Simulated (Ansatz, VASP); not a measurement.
# Two plane-wave programs on ZnSiP2

```
CELL_PARAMETERS angstrom
0.00000 5.34177 0.00000
5.34177 0.00000 0.00000
2.67088 2.67088 -5.26350
ATOMIC_POSITIONS crystal
Si 0.50000 0.50000 0.00000
Si 0.25000 0.75000 0.50000
Zn 0.00000 0.00000 0.00000
Zn 0.75000 0.25000 0.50000
P 0.37500 0.38900 0.75000
P 0.61100 0.12500 0.25000
P 0.87500 0.86100 0.75000
P 0.13900 0.62500 0.25000
```

Alike in both runs: task single point; functional r2SCAN; k mesh 4 × 4 × 4; occupations methfessel-paxton of order 1, width 0.005 eV; no spin polarisation.

```csv
,VASP,Ansatz
version,VASP 6.6.1,Ansatz 0.2.0
potentials or method,"VASP PAW PBE potentials, release 64 (Si, Zn, P), cutoff 550 eV",PAW plane waves
valence electrons in the cell,52,52
```

```csv
,VASP,Ansatz,Ansatz less VASP
gap on the k mesh at the Fermi level (eV),1.62,1.60,-0.012
pressure (GPa),0.3,0.6,+0.25
"traceless stress, the component that is largest in VASP (GPa)",-0.59,-0.59,-0.004
rms of the force components (eV/Å),0.084,0.067,-0.0163
```

VASP's potentials were made for PBE, not for r2SCAN. Atom by atom the forces differ by 0.016 eV/Å (rms over components). With one functional, cell and mesh, what is left measures potentials, basis and numerics.
